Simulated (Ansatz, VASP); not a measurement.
**One calculation of PdI, two programs**

File INCAR:

```
SYSTEM = PdI
PREC = Accurate
ENCUT = 500
EDIFF = 1E-6
ISMEAR = 0
SIGMA = 0.1
LREAL = .False.
LASPH = .True.
NELM = 120
ALGO = Normal
ISIF = 2
LWAVE = .False.
LCHARG = .False.
GGA = PE
NBANDS = 16
GGA_COMPAT = .False.
```

The input KPOINTS:

```
regular mesh
0
Gamma
  6 6 6
  0 0 0
```

POSCAR

```
PdI
1.0
    3.8769215503      0.0000000000      0.0000000000
    0.0000000000      3.8769215503      0.0000000000
    0.0000000000      0.0000000000      3.8769215503
Pd I
1 1
Direct
    0.0000000000      0.0000000000      0.0000000000
    0.5000000000      0.5000000000      0.5000000000
```

Input for Ansatz:

```yaml
crystal:
  lattice:
    - [3.8769215503, 0.0, 0.0]
    - [0.0, 3.8769215503, 0.0]
    - [0.0, 0.0, 3.8769215503]
  atoms:
    - { symbol: Pd, position: [0.0, 0.0, 0.0] }
    - { symbol: I, position: [0.5, 0.5, 0.5] }
basis:
  ecutwfc: 420
kpoints:
  mp_grid: { grid: [6, 6, 6] }
hamiltonian:
  xc: pbe
scf:
  occupations: { method: gaussian, width: 0.1 }
  lower_state_search: "off"
output:
  forces: true
  stress: true
  eigenvalues: true
```

Alike in both runs: task single point; functional PBE; k mesh 6 × 6 × 6; occupations gaussian, width 0.1 eV; no spin polarisation.

|  | VASP | Ansatz |
| --- | --- | --- |
| version | VASP 6.6.1 | Ansatz 0.2.0 |
| potentials or method | VASP PAW PBE potentials, release 64 (Pd, I), cutoff 500 eV | scalar-relativistic, plane waves, PAW |
| valence electrons in the cell | 17 | 35 |

```csv
,VASP,Ansatz,Ansatz less VASP
gap on the k mesh at the Fermi level (eV),none,none,-
pressure (GPa),-7.5,-7.5,+0.04
```

A gap of «none» marks a metal or a gap that the smearing closes. VASP's potentials hold 17 valence electrons a cell and Ansatz's 35, so a difference there can come from the potentials and not from the codes.

Neither program's run includes spin-orbit coupling.
